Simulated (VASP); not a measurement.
Wanted: the native input for a VASP 6.6.1 run.

| Quantity | Value |
| --- | --- |
| Task | single point |
| Functional | PBE |
| Potentials or basis | VASP PAW PBE potentials, release 64 (Al, B, N) |
| Cutoff | 520 eV |
| k mesh | 4 × 4 × 6 |
| Occupations | gaussian, width 0.1 eV |
| Spin | no spin polarisation |
| Dipole correction | no |
| Further INCAR settings | ALGO = Normal; EDIFF = 1e-06; NBANDS = 20 |

The structure of Al3BN2 lies in POSCAR:

```
Al3BN2
1.0
    3.2695105000     -3.5089674400      0.0000000000
    3.2695105000      3.5089674400      0.0000000000
    0.0000000000      0.0000000000      3.5287367300
Al B N
3 1 2
Direct
    0.0000000000      0.0000000000      0.5000000000
    0.8161750700      0.8161750700      0.0000000000
    0.1838249300      0.1838249300      0.0000000000
    0.5000000000      0.5000000000      0.5000000000
    0.1509892300      0.8490107700      0.0000000000
    0.8490107700      0.1509892300      0.0000000000
```

The cell was built from a structure type or drawn by symmetry, and may not be a known phase.

One way to write it, as run:

INCAR

```
ALGO = Normal
EDIFF = 1E-6
ENCUT = 520
GGA = PE
ISIF = 2
ISMEAR = 0
LASPH = True
LCHARG = True
LELF = True
LREAL = False
LVHAR = True
LWAVE = False
NBANDS = 20
NELM = 80
PREC = Accurate
SIGMA = 0.1
```

KPOINTS

```
k-points
0
Gamma
  4 4 6
```

Potentials or basis: VASP PAW PBE potentials, release 64 (Al, B, N).

Launch:

```bash
$ cat potpaw_PBE.64/Al/POTCAR potpaw_PBE.64/B/POTCAR potpaw_PBE.64/N/POTCAR > POTCAR
$ mpirun -np 1 vasp_std > vasp.out
```

Results of the run:

```
Pressure               : 47.7 GPa
Largest force          : 17.453 eV/Å
Band gap on the k mesh : zero (bands 11 and 12 overlap by 1.13 eV)
```

Caveat: the cell stands under pressure; forces of over 1 eV/Å act on the atoms, so gaps and moduli don't describe the material at rest.

Wall time 21 s on 1 thread of Intel(R) Xeon(R) 6975P-C (Granite Rapids), on a shared host, peak memory 0.19 GiB.
